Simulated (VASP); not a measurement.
Ag, 2 atoms in the cell. It takes space group P6_3/mmc (No. 194, hexagonal). Conventional cell: a = 2.829 Å, b = 2.829 Å, c = 4.630 Å, α = 90.00°, β = 90.00°, γ = 120.00°. Ag (site symmetry -6m2) has 12 Ag at 2.83 Å within 3.7 Å. 

| Quantity | Value |
| --- | --- |
| Program | VASP 6.6.1 |
| Task | relaxation of cell and atoms |
| Functional | LDA |
| Potentials or basis | VASP PAW LDA potentials, release 64 (Ag) |
| Cutoff | 600 eV |
| k mesh | 18 × 18 × 10 |
| Occupations | fermi-dirac, width 0.15 eV |
| Spin | no spin polarisation |
| Dipole correction | no |
| Further INCAR settings | ALGO = Fast; EDIFF = 1e-06; IBRION = 2; EDIFFG = -0.001; NSW = 80; ISIF = 3 |

Potentials or basis: VASP PAW LDA potentials, release 64 (Ag).

Command:

```bash
$ cat potpaw_LDA.64/Ag/POTCAR > POTCAR
$ mpirun -np 1 vasp_std > vasp.out
```

Hardware: 1 thread of Intel(R) Xeon(R) Platinum 8375C CPU @ 2.90GHz (Ice Lake) (shared host).

Q: How long does it take, and how much memory?

A: Wall time 17 min on 1 thread of Intel(R) Xeon(R) Platinum 8375C CPU @ 2.90GHz (Ice Lake), with other jobs on the host, peak memory 0.25 GiB. Counts: scf iterations 90, k points 222, ion steps 27.
